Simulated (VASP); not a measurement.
The system is MoS2.

```
CELL_PARAMETERS angstrom
3.16158 0.00000 0.00000
-1.58079 2.73801 0.00000
0.00000 0.00000 6.18361
ATOMIC_POSITIONS crystal
Mo 0.00000 0.00000 0.50000
S 0.66667 0.33333 0.74468
S 0.33333 0.66667 0.25532
```

This cell differs from its parent crystal: volume scaled by 0.94.

Program: VASP 6.6.1. Alike in all runs: task single point; no spin polarisation; cell as given; k mesh 9 × 9 × 4; cutoff (eV) 520; smearing fermi-dirac 0.05 eV.

Question: Order these runs on this cell by their pressure, lowest first.
A. level RPBE+D3(BJ); potentials or basis VASP PAW PBE potentials, release 64 (Mo_sv, S)
B. level PBEsol; potentials or basis VASP PAW PBE potentials, release 64 (Mo_sv, S)
C. level BLYP+D4; potentials or basis VASP PAW PBE potentials, release 64 (Mo_sv, S)
D. level LDA; potentials or basis VASP PAW LDA potentials, release 64 (Mo_sv, S)
E. level RPBE; potentials or basis VASP PAW PBE potentials, release 64 (Mo_sv, S)

Answer: A (-6.2 GPa), D (2.9 GPa), B (5.5 GPa), C (10.9 GPa), E (13.0 GPa).

Caveats: the PAW data sets were made with another functional, which shifts forces and pressure a little (some runs); this functional lacks dispersion, which binds the layers, so the pressure and a relaxed spacing across them are unreliable (some runs).
